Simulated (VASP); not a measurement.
Wanted: the native input for a VASP 6.6.1 run.

```
Task                   : single point
Functional             : PBEsol
Potentials or basis    : VASP PAW PBE potentials, release 64 (B, As_d)
Cutoff                 : 560 eV
k mesh                 : 14 × 14 × 14
Occupations            : fermi-dirac, width 0.05 eV
Spin                   : no spin polarisation
Dipole correction      : no
Further INCAR settings : ALGO = Normal; EDIFF = 1e-06; NBANDS = 16
```

The structure of BAs (zincblende type) lies in POSCAR:

```
BAs
1.0
    0.0000000000      2.3351338051      2.3351338051
    2.3351338051      0.0000000000      2.3351338051
    2.3351338051      2.3351338051      0.0000000000
B As
1 1
Direct
    0.0000000000      0.0000000000      0.0000000000
    0.2500000000      0.2500000000      0.2500000000
```

These files were run (other wordings do the same):

INCAR

```
SYSTEM = BAs
  ALGO = Normal
  EDIFF = 1E-6
  ENCUT = 560
  GGA = PS
  GGA_COMPAT = .False.
  ISIF = 2
  ISMEAR = -1
  LASPH = .True.
  LCHARG = .False.
  LREAL = .False.
  LWAVE = .False.
  NBANDS = 16
  NELM = 120
  PREC = Accurate
  SIGMA = 0.05
```

KPOINTS

```
k-points
0
Gamma
  14 14 14
  0 0 0
```

Potentials or basis: VASP PAW PBE potentials, release 64 (B, As_d).

The run is started by

```sh
$ cat potpaw_PBE.64/B/POTCAR potpaw_PBE.64/As_d/POTCAR > POTCAR
$ mpirun -np 1 vasp_std > vasp.out
```

It gave:

```yaml
Pressure: 9.7 GPa
Band_gap_on_the_k_mesh: 1.03 eV (least direct gap 3.33 eV)
```

Caveat: the cell stands under pressure; the PAW data sets were made with another functional, which shifts forces and pressure a little.

It took 27 s on 1 thread of AMD EPYC 9R45 96-Core Processor (Zen 5), with other jobs on the host, peak memory 0.16 GiB.
